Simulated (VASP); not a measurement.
Here is a VASP 6.6.1 calculation.

File INCAR:

```
SYSTEM = Ga2SbP
PREC     = Accurate       ! precision mode
ENCUT    = 520            ! plane-wave cutoff, eV
EDIFF    = 1E-6           ! SCF threshold, eV
ISMEAR   = -1             ! smearing method
SIGMA    = 0.02           ! smearing width, eV
LREAL    = .FALSE.        ! projectors in reciprocal space
LASPH    = .TRUE.         ! aspherical terms in the spheres
NELM     = 60             ! most SCF steps
ALGO     = Normal         ! electronic algorithm
ISIF     = 2              ! what is computed and relaxed
LWAVE    = .FALSE.        ! write WAVECAR
LCHARG   = .TRUE.         ! write CHGCAR
GGA      = PE             ! functional
LELF     = .TRUE.         ! ELF
LVHAR    = .TRUE.       
NBANDS   = 26             ! bands
```

The input KPOINTS:

```
regular mesh
0
G
  6 6 4
  0 0 0
```

Contents of POSCAR:

```
Ga2SbP
1.0
    4.0553772268      0.0000000000      0.0000000000
    0.0000000000      4.0553772268      0.0000000000
    0.0000000000      0.0000000000      5.7540592285
P Ga Sb
1 2 1
Direct
    0.0000000000      0.0000000000      0.0000000000
    0.0000000000      0.5000000000      0.7764199684
    0.5000000000      0.0000000000      0.2235800316
    0.5000000000      0.5000000000      0.5000000000
```

Potentials or basis: VASP PAW PBE potentials, release 64 (P, Ga_d, Sb).

The run is started by

```bash
$ cat potpaw_PBE.64/P/POTCAR potpaw_PBE.64/Ga_d/POTCAR potpaw_PBE.64/Sb/POTCAR > POTCAR
$ mpirun -np 1 vasp_std > vasp.out
```

(1) What does it give for the band gap on the k mesh?

(2) What does it give for the largest force?

(3) Estimate the pressure.

## Answers

(1) 0.22 eV.

(2) 0.076 eV/Å.

(3) 4.1 GPa.

Caveat: the cell stands under pressure; semilocal functionals underestimate gaps, and a narrow one can read as zero; spin-orbit coupling is left out, which moves the levels of the heavy elements.
